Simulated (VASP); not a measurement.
**KCl: single point with LDA**

KCl:

```
K Cl
1.0
     4.03116    0.00000    0.00000
     0.00000    4.03116    0.00000
     0.00000    0.00000    3.64724
K Cl
1 1
Direct
  0.00000 0.00000 0.00000
  0.50000 0.50000 0.50000
```

This cell differs from its parent crystal: strain +0.050 along x and y, -0.050 along z.

```yaml
Program: VASP 6.6.1
Task: single point
Functional: LDA
Potentials_or_basis: VASP PAW LDA potentials, release 64 (K_sv, Cl)
Cutoff: 520 eV
k_mesh: 6 × 6 × 6
Occupations: gaussian, width 0.05 eV
Spin: no spin polarisation
```

| Quantity | Value |
| --- | --- |
| Pressure | -3.6 GPa |
| Band gap on the k mesh | 3.78 eV (least direct gap 3.92 eV) |

Stress tensor (GPa, compression positive):
```
-4.89  0.00  0.00
 0.00 -4.89  0.00
 0.00  0.00 -0.90
```

Levels at points of the mesh, in eV from the valence-band top:
| k point | band 5 | band 6 | band 7 | band 8 | band 9 | band 10 | band 11 | band 12 |
| --- | --- | --- | --- | --- | --- | --- | --- | --- |
| (0.00, 0.00, 0.00) | -11.74 | -0.69 | -0.69 | -0.14 | 3.78 | 5.72 | 6.18 | 9.53 |
| (0.50, 0.00, 0.00) | -11.59 | -2.05 | -0.73 | -0.14 | 6.68 | 6.75 | 7.43 | 9.69 |
| (0.50, 0.50, 0.00) | -11.71 | -1.51 | -1.51 | 0.00 | 5.21 | 7.05 | 8.95 | 8.95 |
| (0.00, 0.00, 0.50) | -11.73 | -2.08 | -0.61 | -0.61 | 6.80 | 7.38 | 7.65 | 9.28 |
| (0.50, 0.00, 0.50) | -11.73 | -1.61 | -1.36 | -0.42 | 5.55 | 6.30 | 7.84 | 8.19 |
| (0.50, 0.50, 0.50) | -11.88 | -1.70 | -1.51 | -1.51 | 7.89 | 7.89 | 8.14 | 8.74 |

Wall time 50 s on 1 thread of Intel Xeon 8259CL, on a shared host, peak memory 0.16 GiB.

Caveat: the cell differs from its parent crystal (strain +0.050 along x and y, -0.050 along z); the cell stands under tension. A k mesh can miss the band edges.
